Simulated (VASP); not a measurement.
# Zr (Pm-3m) in VASP: single point with LDA

Aim: the single point of Zr with LDA.

All numbers are computed with VASP 6.6.1; they aren't measurements. Logs are shortened: lines on timing, memory, paths and dates and some standing lists are left out, and cuts for length are marked.

## Step 1: The cell of the first run

The structure is cubic, space group Pm-3m (No. 221). Conventional cell: a = 3.253 Å, b = 3.253 Å, c = 3.253 Å, α = 90.00°, β = 90.00°, γ = 90.00°. Within 4.3 Å of Zr (site symmetry m-3m) lie 6 Zr at 3.25 Å.

## Step 2: Single point, LDA

File INCAR:

```
PREC = Accurate ; ENCUT = 520
EDIFF = 1E-6 ; ISMEAR = 1
SIGMA = 0.1 ; LREAL = F
LASPH = T ; NELM = 80
ALGO = Normal ; ISIF = 2
LWAVE = F ; LCHARG = F
NBANDS = 12
```

File KPOINTS:

```
regular mesh
0
Gamma
  9 9 9
```

File POSCAR:

```
Zr
1.0
    3.2526600000      0.0000000000      0.0000000000
    0.0000000000      3.2526600000      0.0000000000
    0.0000000000      0.0000000000      3.2526600000
Zr
1
Direct
    0.5000000000      0.5000000000      0.5000000000
```

Potentials or basis: VASP PAW LDA potentials, release 64 (Zr_sv).

Started as:

```bash
$ cat potpaw_LDA.64/Zr_sv/POTCAR > POTCAR
$ mpirun -np 1 vasp_std > vasp.out
```

OUTCAR:

```text
PREC = Accurate
   ENCUT = 520
   EDIFF = 1E-6
   ISMEAR = 1
   LREAL = F
   LASPH = T
   NELM = 80
   ISIF = 2

 ion  position               nearest neighbor table
   1  0.500  0.500  0.500-

  LATTYP: Found a simple cubic cell.
 ALAT       =     3.2526600000

  Lattice vectors:

 A1 = (   3.2526600000,   0.0000000000,   0.0000000000)
 A2 = (   0.0000000000,   3.2526600000,   0.0000000000)
 A3 = (   0.0000000000,   0.0000000000,   3.2526600000)

Analysis of symmetry for initial positions (statically):
=====================================================================
 Subroutine PRICEL returns:
 Original cell was already a primitive cell.

 Routine SETGRP: Setting up the symmetry group for a
 simple cubic supercell.

 Subroutine GETGRP returns: Found 48 space group operations
 (whereof 48 operations were pure point group operations)
 out of a pool of 48 trial point group operations.

The static configuration has the point symmetry O_h .

Analysis of symmetry for dynamics (positions and initial velocities):
=====================================================================
 Subroutine PRICEL returns:
 Original cell was already a primitive cell.

 Routine SETGRP: Setting up the symmetry group for a
 simple cubic supercell.

 Subroutine GETGRP returns: Found 48 space group operations
 (whereof 48 operations were pure point group operations)
 out of a pool of 48 trial point group operations.

The dynamic configuration has the point symmetry O_h .

 Subroutine INISYM returns: Found 48 space group operations
 (whereof 48 operations are pure point group operations),
 and found     1 'primitive' translations

----------------------------------------------------------------------------------------

                                     Primitive cell

  volume of cell :      34.4125

  direct lattice vectors                    reciprocal lattice vectors
     3.252660000  0.000000000  0.000000000     0.307440679  0.000000000  0.000000000
     0.000000000  3.252660000  0.000000000     0.000000000  0.307440679  0.000000000
     0.000000000  0.000000000  3.252660000     0.000000000  0.000000000  0.307440679

  length of vectors
     3.252660000  3.252660000  3.252660000     0.307440679  0.307440679  0.307440679

  position of ions in fractional coordinates (direct lattice)
     0.500000000  0.500000000  0.500000000

  ion indices of the primitive-cell ions
   primitive index   ion index
                 1           1

----------------------------------------------------------------------------------------

 KPOINTS: regular mesh

Automatic generation of k-mesh.
 Grid dimensions read from file:
 generate k-points for:    9    9    9

 Generating k-lattice:

  Cartesian coordinates                     Fractional coordinates (reciprocal lattice)
     0.034160075  0.000000000  0.000000000     0.111111111  0.000000000  0.000000000
     0.000000000  0.034160075  0.000000000     0.000000000  0.111111111  0.000000000
     0.000000000  0.000000000  0.034160075     0.000000000  0.000000000  0.111111111

  Length of vectors
     0.034160075  0.034160075  0.034160075

  Shift w.r.t. Gamma in fractional coordinates (k-lattice)
     0.000000000  0.000000000  0.000000000

 Subroutine IBZKPT returns following result:
 ===========================================

 Found     35 irreducible k-points:

 Following reciprocal coordinates:
            Coordinates               Weight
  0.000000  0.000000  0.000000      1.000000
  0.111111  0.000000  0.000000      6.000000
  0.222222  0.000000  0.000000      6.000000
  0.333333  0.000000  0.000000      6.000000
  0.444444  0.000000  0.000000      6.000000
  0.111111  0.111111  0.000000     12.000000
[... 16 lines left out ...]
  0.333333  0.333333  0.111111     24.000000
  0.444444  0.333333  0.111111     48.000000
 [... further k-points ...]
   k-points           NKPTS =     35   k-points in BZ     NKDIM =     35   number of bands    NBANDS=     12
   number of dos      NEDOS =    301   number of ions     NIONS =      1
   total plane-waves  NPLWV =  13824
   dimension x,y,z NGX =    24 NGY =   24 NGZ =   24
   dimension x,y,z NGXF=    48 NGYF=   48 NGZF=   48
   ions per type =               1
   NGX,Y,Z   is equivalent  to a cutoff of  12.27, 12.27, 12.27 a.u.
   NGXF,Y,Z  is equivalent  to a cutoff of  24.53, 24.53, 24.53 a.u.
 SYSTEM =  unknown system
   PREC   = accura    normal or accurate (medium, high low for compatibility)
   ISTART =      0    job   : 0-new  1-cont  2-samecut
   ICHARG =      2    charge: 1-file 2-atom 10-const
   ISPIN  =      1    spin polarized calculation?
   LNONCOLLINEAR =      F non collinear calculations
   LSORBIT =      F    spin-orbit coupling
   LASPH  =      T    aspherical Exc in radial PAW
   ENCUT  =  520.0 eV  38.22 Ry    6.18 a.u.   6.05  6.05  6.05*2*pi/ulx,y,z
   NELM   =     80;   NELMIN=  2; NELMDL= -5     # of ELM steps
   EDIFF  = 0.1E-05   stopping-criterion for ELM
   LREAL  =      F    real-space projection
   EDIFFG = 0.1E-04   stopping-criterion for IOM
   NSW    =      0    number of steps for IOM
   IBRION =     -1    ionic relax: 0-MD 1-quasi-New 2-CG
   NFREE  =      0    steps in history (QN), initial steepest desc. (CG)
   ISIF   =      2    stress and relaxation
   ISYM   =      2    0-nonsym 1-usesym 2-fastsym
   POTIM  = 0.5000    time-step for ionic-motion
   TEBEG  =    0.0;   TEEND  =   0.0 temperature during run
   PSTRESS=    0.0 pullay stress
   NELECT =      12.0000    total number of electrons
   NUPDOWN=      -1.0000    fix difference up-down
   EMIN   =  10.00;   EMAX   =-10.00  energy-range for DOS
   EFERMI =   0.00;   METHOD = LEGACY
   ISMEAR =     1;   SIGMA  =   0.10  broadening in eV -4-tet -1-fermi 0-gaus
   EFERMI_NEDOS =   21; number of points for ismear=-14 and -15
   IALGO  =     38    algorithm
   IMIX   =      4    mixing-type and parameters
     AMIX     =   0.40;   BMIX     =  1.00
     AMIX_MAG =   1.60;   BMIX_MAG =  1.00
  volume/ion in A,a.u.               =      34.41       232.23
  Fermi-wavevector in a.u.,A,eV,Ry     =   1.152294  2.177520 18.065559  1.327781
  Thomas-Fermi vector in A             =   2.288946
   LORBIT       =      0    0 simple, 1 ext, 2 COOP (PROOUT), +10 PAW based schemes
   GGA     = CA    functional components
   LHFCALC =     F    Hartree Fock is set to
   AEXX    =    0.0000 exact exchange contribution
   IVDW    =     0    specifies the selected vdW correction
   LEPSILON=     F    determine dielectric tensor
   LRPA    =     F    only Hartree local field effects (RPA)
 non-spin polarized calculation
 Methfessel and Paxton  Order N= 1 SIGMA  =   0.10
  energy-cutoff  :      520.00
  volume of cell :       34.41
 maximum number of plane-waves:       940
   NGX = 13   NGY = 13   NGZ = 13

 number of electron      11.9999998 magnetization

 Free energy of the ion-electron system (eV)
  ---------------------------------------------------
  ext. energy  EPLUGINS =         0.00000000
  ---------------------------------------------------
  free energy    TOTEN  =        -7.69596884 eV

  energy without entropy =       -7.69815408  energy(sigma->0) =       -7.69669725

 E-fermi :   4.7200     XC(G=0):  -9.5197

 val. band max:        4.6832221584   @ k =   0.4444   0.4444   0.1111
 cond. band min:       4.7624363515   @ k =   0.4444   0.2222   0.2222
 fundamental gap:      0.0792141930
 Fermi energy:         4.7200055796

 k-point     1 :       0.0000    0.0000    0.0000
  band No.  band energies     occupation
      1     -44.1326      2.00000
      2     -22.0286      2.00000
      3     -22.0286      2.00000
      4     -22.0286      2.00000
      5       0.4050      2.00000
      6       3.7614      2.00000
      7       3.7614      2.00000
      8       8.5174      0.00000
      9       8.5174      0.00000
     10       8.5174      0.00000
     11      15.0686      0.00000
     12      15.0686      0.00000

 k-point     2 :       0.1111    0.0000    0.0000
  band No.  band energies     occupation
      1     -44.1281      2.00000
      2     -22.0817      2.00000
      3     -22.0242      2.00000
      4     -22.0242      2.00000
      5       0.6267      2.00000
      6       3.8193      2.00000
      7       3.9432      2.00000
      8       8.2256      0.00000
      9       8.2256      0.00000
     10       8.5385      0.00000
     11      13.9708      0.00000
     12      15.5224      0.00000

 k-point     3 :       0.2222    0.0000    0.0000
  band No.  band energies     occupation
      1     -44.1166      2.00000
      2     -22.2138      2.00000
      3     -22.0130      2.00000
      4     -22.0130      2.00000
      5       1.2251      2.00000
      6       3.9721      2.00000
      7       4.4107      2.00011
      8       7.6047      0.00000
      9       7.6047      0.00000
     10       8.5925      0.00000
     11      12.2814      0.00000
     12      16.5953      0.00000
[... 286 lines left out ...]
 k-point    23 :       0.3333    0.3333    0.1111
  band No.  band energies     occupation
      1     -44.0705      2.00000
      2     -22.3206      2.00000
      3     -22.3134      2.00000
      4     -22.0227      2.00000
      5       3.3259      2.00000
      6       4.4337      2.00039
      7       6.0733     -0.00000
      8       6.2940     -0.00000
      9       7.2577      0.00000
     10       7.3711      0.00000
     11      12.1479      0.00000
     12      13.9293      0.00000

 k-point    24 :       0.4444    0.3333    0.1111
  band No.  band energies     occupation
      1     -44.0620      2.00000
      2     -22.4080      2.00000
      3     -22.3058      2.00000
      4     -22.0142      2.00000
      5       3.4628      2.00000
      6       4.4219      2.00021
      7       6.1470     -0.00000
      8       6.2158     -0.00000
      9       7.3819      0.00000
     10       8.3878      0.00000
     11      11.0185      0.00000
     12      14.5182      0.00000

 [... further k-points ...]
[... 5 lines left out ...]
  --------------------------------------------------------------------------------------
  -------------------------------------------------------------------------------------
  Total       -3.4233901     -3.4233901     -3.4233901      0.0000000      0.0000000      0.0000000
  in kB     -159.3862937   -159.3862937   -159.3862937      0.0000000      0.0000000      0.0000000
  external PRESSURE =    -159.3862937 kB  Pullay stress =       0.0000000 kB

 VOLUME and BASIS-vectors are now :
 -----------------------------------------------------------------------------
  energy-cutoff  :      520.00
  volume of cell :       34.41
      direct lattice vectors                 reciprocal lattice vectors
     3.252660000  0.000000000  0.000000000     0.307440679  0.000000000  0.000000000
     0.000000000  3.252660000  0.000000000     0.000000000  0.307440679  0.000000000
     0.000000000  0.000000000  3.252660000     0.000000000  0.000000000  0.307440679

 POSITION                                       TOTAL-FORCE (eV/Angst)
 -----------------------------------------------------------------------------------
      1.62633      1.62633      1.62633         0.000000      0.000000      0.000000
 -----------------------------------------------------------------------------------
    total drift:                                0.000000     -0.000000     -0.000000

  FREE ENERGIE OF THE ION-ELECTRON SYSTEM (eV)
  ---------------------------------------------------
  free  energy   TOTEN  =        -7.6959688359 eV

  energy  without entropy=       -7.6981540789  energy(sigma->0) =       -7.69669725
```

It took 14 s on 1 thread of AMD EPYC 7R13, shared host; peak memory 0.1 GiB.

What came out:

- Free energy: -7.6960 eV
- Pressure: -15.9 GPa
- Band gap on the k mesh: zero (band 6 reaches 5.21 eV, above the bottom of band 7 at 3.76 eV)
